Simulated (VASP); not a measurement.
# BeTe (F-43m) in VASP: single point with HSE06

Aim: the single point of BeTe with HSE06.

Everything below comes from runs of VASP 6.6.1. Logs are shortened: lines on timing, memory, paths and dates and some standing lists are left out, and cuts for length are marked.

## (1) The cell of the first run

Symmetry: F-43m, No. 216, cubic system. The conventional cell has a = 5.664 Å, b = 5.664 Å, c = 5.664 Å, α = 90.00°, β = 90.00°, γ = 90.00°. Within 3.2 Å of Be (site symmetry -43m) lie 4 Te at 2.45 Å. Te (site symmetry -43m) has 4 Be at 2.45 Å within 3.2 Å.

## (2) Single point, HSE06

The input, POSCAR:

```
BeTe
1.0
    0.0000000000      2.8321709871      2.8321709871
    2.8321709871      0.0000000000      2.8321709871
    2.8321709871      2.8321709871      0.0000000000
Be Te
1 1
Direct
    0.0000000000      0.0000000000      0.0000000000
    0.2500000000      0.2500000000      0.2500000000
```

The input, INCAR.step1:

```
SYSTEM = BeTe
  PREC = Accurate
  ENCUT = 520
  EDIFF = 1E-5
  ISMEAR = 0
  SIGMA = 0.01
  LREAL = .FALSE.
  LASPH = .TRUE.
  NELM = 120
  ALGO = Normal
  ISIF = 2
  LWAVE = .TRUE.
  LCHARG = .FALSE.
  GGA = PE
  NBANDS = 11
  GGA_COMPAT = .FALSE.
```

The input, INCAR.step2:

```
SYSTEM = BeTe
  PREC = Accurate
  ENCUT = 520
  EDIFF = 1E-6
  ISMEAR = 0
  SIGMA = 0.01
  LREAL = .FALSE.
  LASPH = .TRUE.
  NELM = 120
  ALGO = Normal
  ISIF = 2
  LWAVE = .FALSE.
  LCHARG = .FALSE.
  GGA = PE
  LHFCALC = .TRUE.
  HFSCREEN = 0.2079
  PRECFOCK = Normal
  ISTART = 1
  NBANDS = 11
  GGA_COMPAT = .FALSE.
```

The input, KPOINTS:

```
Automatic mesh
0
G
  6 6 6
  0 0 0
```

Potentials or basis: VASP PAW PBE potentials, release 64 (Be, Te).

Command:

```console
cat potpaw_PBE.64/Be/POTCAR potpaw_PBE.64/Te/POTCAR > POTCAR
cp INCAR.step1 INCAR
mpirun -np 1 vasp_std > vasp.out
cp INCAR.step2 INCAR
mpirun -np 1 vasp_std > vasp.out
```

OUTCAR:

```text
SYSTEM = BeTe
   PREC = Accurate
   ENCUT = 520
   EDIFF = 1E-6
   ISMEAR = 0
   LREAL = .FALSE.
   LASPH = .TRUE.
   NELM = 120
   ISIF = 2
   GGA = PE
   LHFCALC = .TRUE.
   HFSCREEN = 0.2079
   PRECFOCK = Normal
   ISTART = 1

 ion  position               nearest neighbor table
   1  0.000  0.000  0.000-   2 2.45   2 2.45   2 2.45   2 2.45
   2  0.250  0.250  0.250-   1 2.45   1 2.45   1 2.45   1 2.45

  LATTYP: Found a face centered cubic cell.
 ALAT       =     5.6643419742

  Lattice vectors:

 A1 = (   0.0000000000,   2.8321709871,   2.8321709871)
 A2 = (   2.8321709871,   0.0000000000,   2.8321709871)
 A3 = (   2.8321709871,   2.8321709871,   0.0000000000)

Analysis of symmetry for initial positions (statically):
=====================================================================
 Subroutine PRICEL returns:
 Original cell was already a primitive cell.

 Routine SETGRP: Setting up the symmetry group for a
 face centered cubic supercell.

 Subroutine GETGRP returns: Found 24 space group operations
 (whereof 24 operations were pure point group operations)
 out of a pool of 48 trial point group operations.

The static configuration has the point symmetry T_d .

Analysis of symmetry for dynamics (positions and initial velocities):
=====================================================================
 Subroutine PRICEL returns:
 Original cell was already a primitive cell.

 Routine SETGRP: Setting up the symmetry group for a
 face centered cubic supercell.

 Subroutine GETGRP returns: Found 24 space group operations
 (whereof 24 operations were pure point group operations)
 out of a pool of 48 trial point group operations.

The dynamic configuration has the point symmetry T_d .

 Subroutine INISYM returns: Found 24 space group operations
 (whereof 24 operations are pure point group operations),
 and found     1 'primitive' translations

----------------------------------------------------------------------------------------

                                     Primitive cell

  volume of cell :      45.4348

  direct lattice vectors                    reciprocal lattice vectors
     0.000000000  2.832170987  2.832170987    -0.176543013  0.176543013  0.176543013
     2.832170987  0.000000000  2.832170987     0.176543013 -0.176543013  0.176543013
     2.832170987  2.832170987  0.000000000     0.176543013  0.176543013 -0.176543013

  length of vectors
     4.005294621  4.005294621  4.005294621     0.305781469  0.305781469  0.305781469

  position of ions in fractional coordinates (direct lattice)
     0.000000000  0.000000000  0.000000000
[... 88 lines left out ...]
     AMIX     =   0.40;   BMIX     =  1.00
     AMIX_MAG =   1.60;   BMIX_MAG =  1.00
  volume/ion in A,a.u.               =      22.72       153.30
  Fermi-wavevector in a.u.,A,eV,Ry     =   0.917576  1.733967 11.455366  0.841946
  Thomas-Fermi vector in A             =   2.042560
   LORBIT       =      0    0 simple, 1 ext, 2 COOP (PROOUT), +10 PAW based schemes
   GGA     = PE    functional components
   LHFCALC =     T    Hartree Fock is set to
   PRECFOCK=normal    Normal, Fast or Accurate (Low or Medium for compatibility)
   ENCUT4O =  -1.0   cutoff for four orbital integrals eV
   NKREDX  =     1    reduce k-point grid by
   NKREDY  =     1    reduce k-point grid by
   NKREDZ  =     1    reduce k-point grid by
   AEXX    =    0.2500 exact exchange contribution
   HFSCREEN=    0.2079 screening length (either q_TF or 0.3 A-1)
   HFSCREENC=   0.2079 screening length for correlation (either q_TF or 0.3 A-1)
   ENCUTFOCK=  -1.0 apply spherical cutoff to Coloumb kernel
   IVDW    =     0    specifies the selected vdW correction
   LEPSILON=     F    determine dielectric tensor
   LRPA    =     F    only Hartree local field effects (RPA)
 non-spin polarized calculation
 Gauss-broadening in eV      SIGMA  =   0.01
  energy-cutoff  :      520.00
  volume of cell :       45.43
 maximum number of plane-waves:      1243
 NGX is ok and might be reduce to    30
  NGX = 24; NGY = 24; NGZ = 24

 number of electron       8.0000000 magnetization

 Free energy of the ion-electron system (eV)
  ---------------------------------------------------
  ext. energy  EPLUGINS =         0.00000000
  ---------------------------------------------------
  free energy    TOTEN  =        -8.74973132 eV

  energy without entropy =       -8.74973132  energy(sigma->0) =       -8.74973132

 E-fermi :   4.5126     XC(G=0):  -7.5116

 val. band max:        4.4259722717   @ k =   0.0000   0.0000   0.0000
 cond. band min:       7.1077322754   @ k =   0.5000   0.5000   0.0000
 fundamental gap:      2.6817600037
 Fermi energy:         4.5125886568

 k-point     1 :       0.0000    0.0000    0.0000
  band No.  band energies     occupation
      1      -8.9014      2.00000
      2       4.4260      2.00000
      3       4.4260      2.00000
      4       4.4260      2.00000
      5       8.8880      0.00000
      6       8.9123      0.00000
      7       8.9123      0.00000
      8       8.9123      0.00000
      9      13.7597      0.00000
     10      15.6768      0.00000
     11      15.6768      0.00000
[... 197 lines left out ...]
 k-point    16 :      -0.3333    0.5000    0.1667
  band No.  band energies     occupation
      1      -6.8634      2.00000
      2      -0.7733      2.00000
      3       0.8342      2.00000
      4       1.1799      2.00000
      5       8.9174      0.00000
      6       9.5324      0.00000
      7      12.7730      0.00000
      8      13.0984      0.00000
      9      16.5559      0.00000
     10      17.3714      0.00000
     11      18.4516      0.00000

------------------------ aborting loop because EDIFF is reached ----------------------------------------

  FORCE on cell =-STRESS in cart. coord.  units (eV):
  Direction    XX          YY          ZZ          XY          YZ          ZX
  --------------------------------------------------------------------------------------
  -------------------------------------------------------------------------------------
  Total       -0.3294769     -0.3294769     -0.3294769      0.0000000      0.0000000     -0.0000000
  in kB      -11.6184210    -11.6184210    -11.6184210      0.0000000      0.0000000     -0.0000000
  external PRESSURE =     -11.6184210 kB  Pullay stress =       0.0000000 kB

 VOLUME and BASIS-vectors are now :
 -----------------------------------------------------------------------------
  energy-cutoff  :      520.00
  volume of cell :       45.43
      direct lattice vectors                 reciprocal lattice vectors
     0.000000000  2.832170987  2.832170987    -0.176543013  0.176543013  0.176543013
     2.832170987  0.000000000  2.832170987     0.176543013 -0.176543013  0.176543013
     2.832170987  2.832170987  0.000000000     0.176543013  0.176543013 -0.176543013

 POSITION                                       TOTAL-FORCE (eV/Angst)
 -----------------------------------------------------------------------------------
      0.00000      0.00000      0.00000        -0.000000     -0.000000     -0.000000
      1.41609      1.41609      1.41609         0.000000      0.000000      0.000000
 -----------------------------------------------------------------------------------
    total drift:                               -0.000000      0.000001      0.000000

  FREE ENERGIE OF THE ION-ELECTRON SYSTEM (eV)
  ---------------------------------------------------
  free  energy   TOTEN  =        -8.7497313217 eV

  energy  without entropy=       -8.7497313217  energy(sigma->0) =       -8.74973132
```

OSZICAR.step1:

```text
N       E                     dE             d eps       ncg     rms          rms(c)
DAV:   1     0.191953966981E+02    0.19195E+02   -0.32097E+03   352   0.580E+02
DAV:   2    -0.667396505630E+01   -0.25869E+02   -0.25035E+02   461   0.896E+01
DAV:   3    -0.772926250400E+01   -0.10553E+01   -0.10539E+01   460   0.196E+01
DAV:   4    -0.773917570736E+01   -0.99132E-02   -0.99119E-02   431   0.210E+00
DAV:   5    -0.773937634229E+01   -0.20063E-03   -0.20063E-03   440   0.279E-01    0.401E+00
DAV:   6    -0.764616621830E+01    0.93210E-01   -0.10738E-01   409   0.132E+00    0.241E+00
DAV:   7    -0.761780883362E+01    0.28357E-01   -0.94917E-02   409   0.135E+00    0.451E-01
DAV:   8    -0.761854329129E+01   -0.73446E-03   -0.58940E-03   394   0.441E-01    0.734E-02
DAV:   9    -0.761879620825E+01   -0.25292E-03   -0.32432E-04   431   0.106E-01    0.287E-02
DAV:  10    -0.761885836250E+01   -0.62154E-04   -0.76187E-05   402   0.447E-02    0.146E-02
DAV:  11    -0.761886109146E+01   -0.27290E-05   -0.26172E-06   334   0.975E-03
   1 F= -.76188611E+01 E0= -.76188611E+01  d E =-.334012E-69
```

It took 19 min on 1 thread of Oxide Virtual Turin-like, shared host; peak memory 0.26 GiB.

Results:

- Free energy: -8.7497 eV
- Pressure: -1.2 GPa
- Band gap on the k mesh: 2.68 eV (least direct gap 4.46 eV)

Caveat: the PAW data sets were made with another functional, which shifts forces and pressure a little; spin-orbit coupling is left out, which moves the levels of the heavy elements. A k mesh can miss the band edges.
